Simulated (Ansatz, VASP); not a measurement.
**One calculation of Ga3As, two programs**

```
CELL_PARAMETERS angstrom
5.83848 0.00000 0.00000
-2.91924 5.05627 0.00000
0.00000 0.00000 5.04854
ATOMIC_POSITIONS crystal
Ga 0.83311 0.66622 0.25000
Ga 0.16689 0.83311 0.75000
Ga 0.33378 0.16689 0.25000
Ga 0.16689 0.33378 0.75000
Ga 0.83311 0.16689 0.25000
Ga 0.66622 0.83311 0.75000
As 0.33333 0.66667 0.25000
As 0.66667 0.33333 0.75000
```

Alike in both runs: functional r2SCAN; k mesh 6 × 6 × 8; occupations gaussian, width 0.1 eV; no spin polarisation.

Ansatz relaxed the structure, and its values are those at the end. VASP's run is a single point on that final structure, the one shown.

```csv
,VASP,Ansatz
version,VASP 6.6.1,Ansatz 0.2.0
potentials or method,"VASP PAW PBE potentials, release 64 (Ga_d, As), cutoff 520 eV","scalar-relativistic, plane waves, PAW"
valence electrons in the cell,88,108
```

```csv
,VASP,Ansatz,Ansatz less VASP
gap on the k mesh at the Fermi level (eV),none,none,-
pressure (GPa),0.0,0.0,-0.02
```

VASP's potentials were made for PBE, not for r2SCAN. A gap of «none» marks a metal or a gap that the smearing closes. The functional is the same, so the differences come from potentials, cutoffs and numerics. VASP's potentials hold 88 valence electrons a cell and Ansatz's 108, so a difference there can come from the potentials and not from the codes.
